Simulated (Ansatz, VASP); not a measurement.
## Two plane-wave programs on Pt

File INCAR:

```
  PREC = Accurate
  ENCUT = 520
  EDIFF = 1E-7
  ISMEAR = 0
  SIGMA = 0.15
  LREAL = F
  LASPH = T
  NELM = 60
  ALGO = Fast
  ISIF = 2
  LWAVE = F
  LCHARG = T
  GGA = PS
  LELF = T
  LVHAR = T
  NBANDS = 11
```

KPOINTS

```
Automatic mesh
0
Gamma
  26 26 26
```

POSCAR

```
Pt
1.0
    0.0000000000      2.0569818628      1.9590303455
    2.0569818628      0.0000000000      1.9590303455
    2.0569818628      2.0569818628      0.0000000000
Pt
1
Direct
    0.0000000000      0.0000000000      0.0000000000
```

Input for Ansatz:

```yaml
crystal:
  lattice:
    - [0.0, 2.0569818628, 1.9590303455]
    - [2.0569818628, 0.0, 1.9590303455]
    - [2.0569818628, 2.0569818628, 0.0]
  atoms:
    - { symbol: Pt, position: [0.0, 0.0, 0.0] }
basis:
  ecutwfc: 420
kpoints:
  mp_grid: { grid: [26, 26, 26] }
hamiltonian:
  xc: pbesol
scf:
  occupations: { method: gaussian, width: 0.15 }
output:
  forces: true
  stress: true
  eigenvalues: true
```

Change from the starting cell: strain +0.050 along x and y, +0.000 along z, atoms carried along.

Alike in both runs: task single point; functional PBEsol; k mesh 26 × 26 × 26; occupations gaussian, width 0.15 eV; no spin polarisation.

|  | VASP | Ansatz |
| --- | --- | --- |
| version | VASP 6.6.1 | Ansatz 0.2.0 |
| potentials or method | VASP PAW PBE potentials, release 64 (Pt), cutoff 520 eV | scalar-relativistic, plane waves, PAW |
| valence electrons in the cell | 10 | 18 |

```tsv
	VASP	Ansatz	Ansatz less VASP
gap on the k mesh at the Fermi level (eV)	none	none	-
pressure (GPa)	-21.6	-21.3	+0.34
traceless stress, the component that is largest in VASP (GPa)	1.84	1.85	+0.009
```

VASP's potentials were made for PBE, not for PBEsol. A gap of «none» marks a metal or a gap that the smearing closes. VASP's potentials hold 10 valence electrons a cell and Ansatz's 18, so a difference there can come from the potentials and not from the codes.

Neither program's run includes spin-orbit coupling.
